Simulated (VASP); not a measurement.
A run of VASP 6.6.1 is set up as follows.

The input INCAR:

```
SYSTEM = Si
PREC = Accurate
ENCUT = 520
EDIFF = 1E-6
ISMEAR = 0
SIGMA = 0.02
LREAL = .False.
LASPH = .True.
NELM = 60
ALGO = Normal
ISIF = 2
LWAVE = .False.
LCHARG = .True.
GGA = PE
LELF = .True.
LVHAR = .True.
NBANDS = 11
```

KPOINTS

```
regular mesh
0
Gamma
  8 8 8
  0 0 0
```

The input POSCAR:

```
Si
1.0
    0.0000000000      2.7350468776      2.7350468776
    2.7350468776      0.0000000000      2.7350468776
    2.7350468776      2.7350468776      0.0000000000
Si
2
Direct
    0.7500000000      0.7500000000      0.7500000000
    0.5000000000      0.5000000000      0.5000000000
```

Potentials or basis: VASP PAW PBE potentials, release 64 (Si).

Launch:

```bash
$ cat potpaw_PBE.64/Si/POTCAR > POTCAR
$ mpirun -np 1 vasp_std > vasp.out
```

(1) Predict the band gap on the k mesh.

(2) Estimate the pressure.

Results:

(1) 0.65 eV, indirect (least direct gap 2.56 eV).

(2) -0.1 GPa.
